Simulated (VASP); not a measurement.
# CaSe (I-4m2) in VASP: a series of runs

Aim: see how the results for CaSe move with the level of theory and the settings. Levels: PBE, r2SCAN. Tasks: single point.

Everything below comes from runs of VASP 6.6.1. Logs are shortened: lines on timing, memory, paths and dates and some standing lists are left out, and cuts for length are marked.

## 1. The cell of the first run

It takes space group I-4m2 (No. 119, tetragonal). The conventional cell has a = 4.638 Å, b = 4.638 Å, c = 6.362 Å, α = 90.00°, β = 90.00°, γ = 90.00°. Ca (site symmetry -4m2) has 4 Se at 2.81 Å within 3.7 Å. Se (site symmetry -4m2) has 4 Ca at 2.81 Å within 3.7 Å.

## 2. Single point, PBE (uniaxial z strain -3.0%)

INCAR reads:

```
SYSTEM = CaSe
  PREC = Accurate
  ENCUT = 520
  EDIFF = 1E-6
  ISMEAR = -1
  SIGMA = 0.02
  LREAL = .FALSE.
  LASPH = .TRUE.
  NELM = 80
  ALGO = Normal
  ISIF = 2
  LWAVE = .FALSE.
  LCHARG = .FALSE.
  GGA = PE
  NBANDS = 15
```

KPOINTS reads:

```
Automatic mesh
0
G
  6 6 6
  0 0 0
```

POSCAR reads:

```
CaSe
1.0
    0.0000000000      3.2795613712      3.1811745300
    3.2795613712      0.0000000000      3.1811745300
    3.2795613712      3.2795613712      0.0000000000
Ca Se
1 1
Direct
    0.0000000000      0.0000000000      0.0000000000
    0.2500000000      0.2500000000      0.2500000000
```

Potentials or basis: VASP PAW PBE potentials, release 64 (Ca_sv, Se).

Run with:

```console
cat potpaw_PBE.64/Ca_sv/POTCAR potpaw_PBE.64/Se/POTCAR > POTCAR
mpirun -np 1 vasp_std > vasp.out
```

OUTCAR:

```text
SYSTEM = CaSe
   PREC = Accurate
   ENCUT = 520
   EDIFF = 1E-6
   ISMEAR = -1
   LREAL = .FALSE.
   LASPH = .TRUE.
   NELM = 80
   ISIF = 2
   GGA = PE

 ion  position               nearest neighbor table
   1  0.000  0.000  0.000-   2 2.81   2 2.81   2 2.81   2 2.81
   2  0.250  0.250  0.250-   1 2.81   1 2.81   1 2.81   1 2.81

  LATTYP: Found a body centered tetragonal cell.
 ALAT       =     4.6380001698
 C/A-ratio  =     1.3717871555

  Lattice vectors:

 A1 = (   0.0000000000,  -3.2795613712,  -3.1811745300)
 A2 = (   0.0000000000,   3.2795613712,  -3.1811745300)
 A3 = (   3.2795613712,   0.0000000000,   3.1811745300)

Analysis of symmetry for initial positions (statically):
=====================================================================
 Subroutine PRICEL returns:
 Original cell was already a primitive cell.

 Routine SETGRP: Setting up the symmetry group for a
 body centered tetragonal supercell.

 Subroutine GETGRP returns: Found  8 space group operations
 (whereof  8 operations were pure point group operations)
 out of a pool of 16 trial point group operations.

The static configuration has the point symmetry D_2d.

Analysis of symmetry for dynamics (positions and initial velocities):
=====================================================================
 Subroutine PRICEL returns:
 Original cell was already a primitive cell.

 Routine SETGRP: Setting up the symmetry group for a
 body centered tetragonal supercell.

 Subroutine GETGRP returns: Found  8 space group operations
 (whereof  8 operations were pure point group operations)
 out of a pool of 16 trial point group operations.

The dynamic configuration has the point symmetry D_2d.

 Subroutine INISYM returns: Found  8 space group operations
 (whereof  8 operations are pure point group operations),
 and found     1 'primitive' translations

----------------------------------------------------------------------------------------

                                     Primitive cell

  volume of cell :      68.4304

  direct lattice vectors                    reciprocal lattice vectors
     0.000000000  3.279561371  3.181174530    -0.152459413  0.152459413  0.157174652
     3.279561371  0.000000000  3.181174530     0.152459413 -0.152459413  0.157174652
     3.279561371  3.279561371  0.000000000     0.152459413  0.152459413 -0.157174652

  length of vectors
     4.568959857  4.568959857  4.638000170     0.266817571  0.266817571  0.266817571

  position of ions in fractional coordinates (direct lattice)
     0.000000000  0.000000000  0.000000000
     0.250000000  0.250000000  0.250000000

  ion indices of the primitive-cell ions
   primitive index   ion index
                 1           1
                 2           2

----------------------------------------------------------------------------------------

 KPOINTS: Automatic mesh

Automatic generation of k-mesh.
 Grid dimensions read from file:
 generate k-points for:    6    6    6

 Generating k-lattice:

  Cartesian coordinates                     Fractional coordinates (reciprocal lattice)
    -0.025409902  0.025409902  0.026195775     0.166666667  0.000000000  0.000000000
     0.025409902 -0.025409902  0.026195775     0.000000000  0.166666667  0.000000000
     0.025409902  0.025409902 -0.026195775     0.000000000  0.000000000  0.166666667

  Length of vectors
     0.044469595  0.044469595  0.044469595

  Shift w.r.t. Gamma in fractional coordinates (k-lattice)
     0.000000000  0.000000000  0.000000000

 Subroutine IBZKPT returns following result:
 ===========================================

 Found     30 irreducible k-points:

 Following reciprocal coordinates:
            Coordinates               Weight
  0.000000  0.000000  0.000000      1.000000
  0.166667 -0.000000  0.000000      8.000000
  0.333333  0.000000  0.000000      8.000000
  0.500000 -0.000000  0.000000      4.000000
  0.166667  0.166667  0.000000      2.000000
  0.333333  0.166667  0.000000      8.000000
[... 16 lines left out ...]
  0.333333  0.000000  0.333333      4.000000
  0.500000  0.000000  0.333333     16.000000
 [... further k-points ...]
   k-points           NKPTS =     30   k-points in BZ     NKDIM =     30   number of bands    NBANDS=     15
   number of dos      NEDOS =    301   number of ions     NIONS =      2
   total plane-waves  NPLWV =  46656
   dimension x,y,z NGX =    36 NGY =   36 NGZ =   36
   dimension x,y,z NGXF=    72 NGYF=   72 NGZF=   72
   ions per type =               1   1
   NGX,Y,Z   is equivalent  to a cutoff of  13.10, 13.10, 12.90 a.u.
   NGXF,Y,Z  is equivalent  to a cutoff of  26.20, 26.20, 25.81 a.u.
 SYSTEM =  CaSe
   PREC   = accura    normal or accurate (medium, high low for compatibility)
   ISTART =      0    job   : 0-new  1-cont  2-samecut
   ICHARG =      2    charge: 1-file 2-atom 10-const
   ISPIN  =      1    spin polarized calculation?
   LNONCOLLINEAR =      F non collinear calculations
   LSORBIT =      F    spin-orbit coupling
   LASPH  =      T    aspherical Exc in radial PAW
   ENCUT  =  520.0 eV  38.22 Ry    6.18 a.u.   8.50  8.50  8.62*2*pi/ulx,y,z
   NELM   =     80;   NELMIN=  2; NELMDL= -5     # of ELM steps
   EDIFF  = 0.1E-05   stopping-criterion for ELM
   LREAL  =      F    real-space projection
   EDIFFG = 0.1E-04   stopping-criterion for IOM
   NSW    =      0    number of steps for IOM
   IBRION =     -1    ionic relax: 0-MD 1-quasi-New 2-CG
   NFREE  =      0    steps in history (QN), initial steepest desc. (CG)
   ISIF   =      2    stress and relaxation
   ISYM   =      2    0-nonsym 1-usesym 2-fastsym
   POTIM  = 0.5000    time-step for ionic-motion
   TEBEG  =    0.0;   TEEND  =   0.0 temperature during run
   PSTRESS=    0.0 pullay stress
   NELECT =      16.0000    total number of electrons
   NUPDOWN=      -1.0000    fix difference up-down
   EMIN   =  10.00;   EMAX   =-10.00  energy-range for DOS
   EFERMI =   0.00;   METHOD = LEGACY
   ISMEAR =    -1;   SIGMA  =   0.02  broadening in eV -4-tet -1-fermi 0-gaus
   EFERMI_NEDOS =   21; number of points for ismear=-14 and -15
   IALGO  =     38    algorithm
   IMIX   =      4    mixing-type and parameters
     AMIX     =   0.40;   BMIX     =  1.00
     AMIX_MAG =   1.60;   BMIX_MAG =  1.00
  volume/ion in A,a.u.               =      34.22       230.90
  Fermi-wavevector in a.u.,A,eV,Ry     =   1.008552  1.905888 13.839547  1.017178
  Thomas-Fermi vector in A             =   2.141426
   LORBIT       =      0    0 simple, 1 ext, 2 COOP (PROOUT), +10 PAW based schemes
   GGA     = PE    functional components
   LHFCALC =     F    Hartree Fock is set to
   AEXX    =    0.0000 exact exchange contribution
   IVDW    =     0    specifies the selected vdW correction
   LEPSILON=     F    determine dielectric tensor
   LRPA    =     F    only Hartree local field effects (RPA)
 non-spin polarized calculation
  energy-cutoff  :      520.00
  volume of cell :       68.43
 maximum number of plane-waves:      1883
 NGX is ok and might be reduce to    36
   NGX = 17   NGY = 17   NGZ = 17

 number of electron      16.0000003 magnetization

 Free energy of the ion-electron system (eV)
  ---------------------------------------------------
  ext. energy  EPLUGINS =         0.00000000
  ---------------------------------------------------
  free energy    TOTEN  =        -8.95261896 eV

  energy without entropy =       -8.95261896  energy(sigma->0) =       -8.95261896

 E-fermi :   0.2903     XC(G=0):  -7.7369

 val. band max:       -0.1557983855   @ k =   0.5000  -0.0000   0.0000
 cond. band min:       3.1150157938   @ k =   0.0000   0.0000   0.0000
 fundamental gap:      3.2708141793
 Fermi energy:         0.2902948620

 k-point     1 :       0.0000    0.0000    0.0000
  band No.  band energies     occupation
      1     -39.1141      2.00000
      2     -20.1441      2.00000
      3     -20.1362      2.00000
      4     -20.1362      2.00000
      5     -10.5452      2.00000
      6      -0.2988      2.00000
      7      -0.2988      2.00000
      8      -0.2636      2.00000
      9       3.1150      0.00000
     10       5.1891      0.00000
     11       5.3472      0.00000
     12       7.3312      0.00000
     13       7.3312      0.00000
     14       7.4564      0.00000
     15       9.0405      0.00000

 k-point     2 :       0.1667   -0.0000    0.0000
  band No.  band energies     occupation
      1     -39.1136      2.00000
      2     -20.1535      2.00000
      3     -20.1414      2.00000
      4     -20.1380      2.00000
      5     -10.4751      2.00000
      6      -0.6991      2.00000
      7      -0.2802      2.00000
      8      -0.2413      2.00000
      9       3.8949      0.00000
     10       5.0829      0.00000
     11       5.2089      0.00000
     12       6.8900      0.00000
     13       7.3412      0.00000
     14       7.3873      0.00000
     15       8.3649      0.00000

 k-point     3 :       0.3333    0.0000    0.0000
  band No.  band energies     occupation
      1     -39.1125      2.00000
      2     -20.1788      2.00000
      3     -20.1451      2.00000
      4     -20.1415      2.00000
      5     -10.3334      2.00000
      6      -1.2372      2.00000
      7      -0.2516      2.00000
      8      -0.1816      2.00000
      9       4.9116      0.00000
     10       5.1345      0.00000
     11       5.2133      0.00000
     12       6.0592      0.00000
     13       6.8169      0.00000
     14       6.8309      0.00000
     15       8.1298      0.00000

 k-point     4 :       0.5000   -0.0000    0.0000
  band No.  band energies     occupation
      1     -39.1120      2.00000
      2     -20.1916      2.00000
      3     -20.1466      2.00000
      4     -20.1433      2.00000
      5     -10.2617      2.00000
      6      -1.4328      2.00000
      7      -0.2416      2.00000
      8      -0.1558      2.00000
      9       4.9806      0.00000
     10       5.3744      0.00000
     11       5.4073      0.00000
     12       5.7715      0.00000
     13       6.3048      0.00000
     14       6.3207      0.00000
     15       8.9210      0.00000
[... 307 lines left out ...]
 k-point    22 :      -0.3333    0.5000    0.1667
  band No.  band energies     occupation
      1     -39.1112      2.00000
      2     -20.1934      2.00000
      3     -20.1586      2.00000
      4     -20.1521      2.00000
      5     -10.1677      2.00000
      6      -1.1627      2.00000
      7      -0.6207      2.00000
      8      -0.2852      2.00000
      9       3.5472      0.00000
     10       4.8741      0.00000
     11       5.8449      0.00000
     12       6.1217      0.00000
     13       6.6368      0.00000
     14       8.3299      0.00000
     15       9.2142      0.00000

 k-point    23 :       0.3333    0.0000    0.3333
  band No.  band energies     occupation
      1     -39.1120      2.00000
      2     -20.1784      2.00000
      3     -20.1561      2.00000
      4     -20.1463      2.00000
      5     -10.2662      2.00000
      6      -1.3148      2.00000
      7      -0.2319      2.00000
      8      -0.1924      2.00000
      9       3.7062      0.00000
     10       5.4225      0.00000
     11       5.8622      0.00000
     12       6.2914      0.00000
     13       6.4137      0.00000
     14       6.6694      0.00000
     15       8.9880      0.00000

 k-point    24 :       0.5000    0.0000    0.3333
  band No.  band energies     occupation
      1     -39.1115      2.00000
      2     -20.1872      2.00000
      3     -20.1600      2.00000
      4     -20.1496      2.00000
      5     -10.1953      2.00000
      6      -1.3349      2.00000
      7      -0.4042      2.00000
      8      -0.1796      2.00000
      9       3.6102      0.00000
     10       4.9657      0.00000
     11       5.7292      0.00000
     12       6.2918      0.00000
     13       6.4263      0.00000
     14       7.6830      0.00000
     15       9.1345      0.00000

 [... further k-points ...]

------------------------ aborting loop because EDIFF is reached ----------------------------------------

  FORCE on cell =-STRESS in cart. coord.  units (eV):
  Direction    XX          YY          ZZ          XY          YZ          ZX
  --------------------------------------------------------------------------------------
  -------------------------------------------------------------------------------------
  Total        0.7020474      0.7020474      0.7189378      0.0000000      0.0000000     -0.0000000
  in kB       16.4372067     16.4372067     16.8326651      0.0000000      0.0000000     -0.0000000
  external PRESSURE =      16.5690262 kB  Pullay stress =       0.0000000 kB

 VOLUME and BASIS-vectors are now :
 -----------------------------------------------------------------------------
  energy-cutoff  :      520.00
  volume of cell :       68.43
      direct lattice vectors                 reciprocal lattice vectors
     0.000000000  3.279561371  3.181174530    -0.152459413  0.152459413  0.157174652
     3.279561371  0.000000000  3.181174530     0.152459413 -0.152459413  0.157174652
     3.279561371  3.279561371  0.000000000     0.152459413  0.152459413 -0.157174652

 POSITION                                       TOTAL-FORCE (eV/Angst)
 -----------------------------------------------------------------------------------
      0.00000      0.00000      0.00000        -0.000000     -0.000000      0.000000
      1.63978      1.63978      1.59059         0.000000      0.000000     -0.000000
 -----------------------------------------------------------------------------------
    total drift:                                0.000000      0.000000     -0.000000

  FREE ENERGIE OF THE ION-ELECTRON SYSTEM (eV)
  ---------------------------------------------------
  free  energy   TOTEN  =        -8.9526189648 eV

  energy  without entropy=       -8.9526189648  energy(sigma->0) =       -8.95261896
```

It took 30 s on 1 thread of Intel Xeon Platinum 8259CL at 2.50GHz (Skylake/Cascade Lake), shared host; peak memory 0.21 GiB.

What came out:

| Item | Value |
| --- | --- |
| Free energy | -8.9526 eV |
| Pressure | 1.7 GPa |
| Band gap on the k mesh | 3.27 eV (least direct gap 3.38 eV) |

Levels at points of the mesh, in eV from the valence-band top:
| k point | band 5 | band 6 | band 7 | band 8 | band 9 | band 10 | band 11 | band 12 |
| --- | --- | --- | --- | --- | --- | --- | --- | --- |
| (0.00, 0.00, 0.00) | -10.39 | -0.14 | -0.14 | -0.11 | 3.27 | 5.34 | 5.50 | 7.49 |
| (0.50, 0.00, 0.00) | -10.11 | -1.28 | -0.09 | 0.00 | 5.14 | 5.53 | 5.56 | 5.93 |
| (0.50, 0.50, 0.00) | -10.01 | -1.27 | -0.11 | -0.11 | 3.56 | 5.03 | 6.20 | 6.20 |
| (0.50, 0.00, 0.50) | -10.02 | -1.33 | -0.03 | -0.02 | 3.51 | 5.02 | 6.16 | 6.19 |

Caveat: the cell differs from its parent crystal (uniaxial z strain -3.0%); the structure was generated, so it needn't be the stable form of CaSe. A k mesh can miss the band edges.

(Continued in part 2 of 2.)
